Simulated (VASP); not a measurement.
Sc3GeBi6, 10 atoms in the cell. Symmetry: Fm-3m, No. 225, cubic system. Conventional cell: a = 10.992 Å, b = 10.992 Å, c = 10.992 Å, α = 90.00°, β = 90.00°, γ = 90.00°. Within 5.1 Å of Sc (site symmetry -43m) lie 12 Bi at 3.89 Å and 4 Sc at 4.76 Å and 4 Ge at 4.76 Å. Within 3.7 Å of Sc (site symmetry m-3m) lie 6 Bi at 2.79 Å. Within 3.6 Å of Ge (site symmetry m-3m) lie 6 Bi at 2.71 Å. Bi (site symmetry 4mm) has 1 Ge at 2.71 Å and 1 Sc at 2.79 Å within 3.6 Å. 

- Program: VASP 6.6.1
- Task: single point
- Functional: PBE
- Potentials or basis: VASP PAW PBE potentials, release 64 (Sc_sv, Ge_d, Bi_d)
- Cutoff: 520 eV
- k mesh: 4 × 4 × 4
- Occupations: gaussian, width 0.1 eV
- Spin: no spin polarisation
- Dipole correction: no
- Further INCAR settings: ALGO = Fast; EDIFF = 1e-06; NBANDS = 80

Potentials or basis: VASP PAW PBE potentials, release 64 (Sc_sv, Ge_d, Bi_d).

The run is started by

```sh
$ cat potpaw_PBE.64/Sc_sv/POTCAR potpaw_PBE.64/Ge_d/POTCAR potpaw_PBE.64/Bi_d/POTCAR > POTCAR
$ mpirun -np 1 vasp_std > vasp.out
```

Hardware: 1 thread of Oxide Virtual Turin-like Processor, with other jobs on the host.

Question: Estimate the wall time of this run.

Answer: Wall time 17 min on 1 thread of Oxide Virtual Turin-like Processor (shared host), peak memory 0.57 GiB. Counts: scf iterations 53, k points 8.
